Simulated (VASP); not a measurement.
Runs of VASP 6.6.1 on AlNi. The structure is that of space group Pm-3m (No. 221), or close to it. The cells are those of the table. 

| cell | gap on the mesh (eV) | pressure (GPa) |
| --- | --- | --- |
| a = 2.821 Å, 2 atoms | none | (c) |
| a = 2.748, b = 2.748, c = 2.893 Å, 2 atoms | none | 20.8 |
| a = 3.038 Å, 2 atoms | none | -16.8 |
| a = 2.965 Å, 2 atoms | none | (a) |
| a = 2.748, b = 2.748, c = 2.821 Å, 2 atoms | none | (b) |
| a = 2.748, b = 2.748, c = 2.965 Å, 2 atoms | none | 15.0 |
| a = 2.748 Å, 2 atoms | none | 34.1 |
| a = 2.821, b = 2.821, c = 2.748 Å, 2 atoms | none | 20.5 |
| a = 2.893, b = 2.893, c = 2.748 Å, 2 atoms | none | 9.2 |

Alike in all rows: task single point; level PBE; potentials or basis VASP PAW PBE potentials, release 64 (Al, Ni); no spin polarisation; k mesh 20 × 20 × 20; cutoff (eV) 520; smearing gaussian 0.15 eV.

Estimate the missing entries.

(a) -10.0; (b) 27.0; (c) 14.3.

Caveats: the cell stands under pressure (at least some runs); the cell stands under tension (at least some runs); the stress differs along the axes, from 11 to 17 GPa (at least some runs); the stress differs along the axes, from 8 to 13 GPa (at least some runs).

A gap of «none» marks levels without a gap at the run's occupations.
